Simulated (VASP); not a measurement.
Here is a VASP 6.6.1 calculation.

The input INCAR:

```
SYSTEM = Zr
  ALGO = Normal
  EDIFF = 1E-6
  ENCUT = 520
  GGA = PE
  ISIF = 2
  ISMEAR = -1
  LASPH = .True.
  LCHARG = .False.
  LREAL = .False.
  LWAVE = .False.
  NBANDS = 19
  NELM = 80
  PREC = Accurate
  SIGMA = 0.05
```

File KPOINTS:

```
k-points
0
Gamma
  9 9 5
  0 0 0
```

POSCAR

```
Zr
1.0
    3.2320000000      0.0000000000      0.0000000000
   -1.6160000000      2.7989941050      0.0000000000
    0.0000000000      0.0000000000      5.1470000000
Zr
2
Direct
    0.6666666667      0.3333333333      0.7500000000
    0.3333333333      0.6666666667      0.2500000000
```

Potentials or basis: VASP PAW PBE potentials, release 64 (Zr_sv).

Run with:

```bash
$ cat potpaw_PBE.64/Zr_sv/POTCAR > POTCAR
$ mpirun -np 1 vasp_std > vasp.out
```

**Question.** Predict the band gap on the k mesh.

**Answer.** Zero (band 12 reaches 9.86 eV, above the bottom of band 13 at 8.74 eV).

**Question.** Estimate the pressure.

**Answer.** 0.5 GPa.

Stress tensor (GPa, compression positive):
```
0.22 0.00 0.00
0.00 0.22 0.00
0.00 0.00 1.10
```
